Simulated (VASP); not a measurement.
Crystal: Ti2CuB2.

```
Ti Cu B
1.0
     2.06687    1.19331    3.36541
    -2.06687    1.19331    3.36541
     0.00000   -2.38661    3.36541
Ti Cu B
2 1 2
Direct
  0.78140 0.78140 0.78140
  0.21860 0.21860 0.21860
  0.00000 0.00000 0.00000
  0.56807 0.56807 0.56807
  0.43193 0.43193 0.43193
```

The cell was built from a structure type or drawn by symmetry, and may not be a known phase.

* Program: VASP 6.6.1
* Task: relaxation of cell and atoms
* Functional: PBE
* Potentials or basis: VASP PAW PBE potentials, release 64 (Ti_sv, Cu, B)
* Cutoff: 600 eV
* k mesh: 6 × 6 × 6
* Occupations: gaussian, width 0.1 eV
* Spin: no spin polarisation

At the start: pressure 37.2 GPa; volume 9.96 Å³/atom.

Task: How do energy, volume and symmetry change on relaxing?

Result: Over 17 steps the energy falls by 588.1 meV/atom and the volume is 11.16 Å³/atom (+12.0 %); space group R-3m (No. 166, to 0.1 Å) before and after.

The path:
| step | energy change (eV) | largest force (eV/Å) | pressure (GPa) | volume (Å³) |
| --- | --- | --- | --- | --- |
| 1 | 0.0000 | 7.6388 | 37.22 | 49.80 |
| 2 | -0.1411 | 2.3532 | -14.32 | 66.90 |
| 3 | -0.6859 | 2.8724 | -12.94 | 63.96 |
| 4 | -1.1852 | 3.2793 | -10.71 | 61.37 |
| 5 | -1.9801 | 3.4571 | 0.91 | 55.54 |
| 6 | -1.9953 | 3.1001 | 4.98 | 54.36 |
| 7 | -1.9979 | 3.3048 | 2.94 | 54.92 |
| 8 | -2.7300 | 1.2916 | -8.19 | 57.79 |
| 9 | -2.7369 | 1.1540 | -8.57 | 58.01 |
| 10 | -2.8722 | 1.0274 | 5.11 | 54.05 |
| 11 | -2.9026 | 0.5096 | 0.56 | 55.15 |
| 12 | -2.9251 | 0.3329 | 0.79 | 55.22 |
| 13 | -2.9347 | 0.1484 | 1.20 | 55.30 |
| 14 | -2.9395 | 0.0781 | -0.69 | 56.01 |
| 15 | -2.9395 | 0.0830 | -0.62 | 55.95 |
| 16 | -2.9404 | 0.0657 | 0.18 | 55.75 |
| 17 | -2.9405 | 0.0288 | 0.05 | 55.80 |

Final structure:
```
Ti Cu B
1.0
     2.02443    1.16880    3.93046
    -2.02443    1.16880    3.93046
     0.00000   -2.33761    3.93046
Ti Cu B
2 1 2
Direct
  0.75993 0.75993 0.75993
  0.24007 0.24007 0.24007
  0.00000 0.00000 0.00000
  0.57004 0.57004 0.57004
  0.42996 0.42996 0.42996
```
